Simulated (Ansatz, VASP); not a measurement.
# One calculation of Os, two programs

```
Os
1.0
     2.73681    0.00000    0.00000
    -1.36840    2.37014    0.00000
     0.00000    0.00000    4.32329
Os
2
Direct
  0.33333 0.66667 0.25000
  0.66667 0.33333 0.75000
```

Alike in both runs: functional r2SCAN; k mesh 18 × 18 × 10; occupations gaussian, width 0.1 eV; no spin polarisation.

Ansatz relaxed the structure, and its values are those at the end. VASP's run is a single point on that final structure, the one shown.

|  | VASP | Ansatz |
| --- | --- | --- |
| version | VASP 6.6.1 | Ansatz 0.2.0 |
| potentials or method | VASP PAW PBE potentials, release 64 (Os), cutoff 520 eV | scalar-relativistic, plane waves, PAW |
| valence electrons in the cell | 16 | 32 |

VASP gave:

```
gap on the k mesh at the Fermi level (eV) : none
pressure (GPa)                            : 0.7
```

Q: What did Ansatz give for the same quantities?

A: gap on the k mesh at the Fermi level (eV): none; pressure (GPa): 0.0.

VASP's potentials were made for PBE, not for r2SCAN. A gap of «none» marks a metal or a gap that the smearing closes. VASP's potentials hold 16 valence electrons a cell and Ansatz's 32, so a difference there can come from the potentials and not from the codes.

Neither program's run includes spin-orbit coupling.
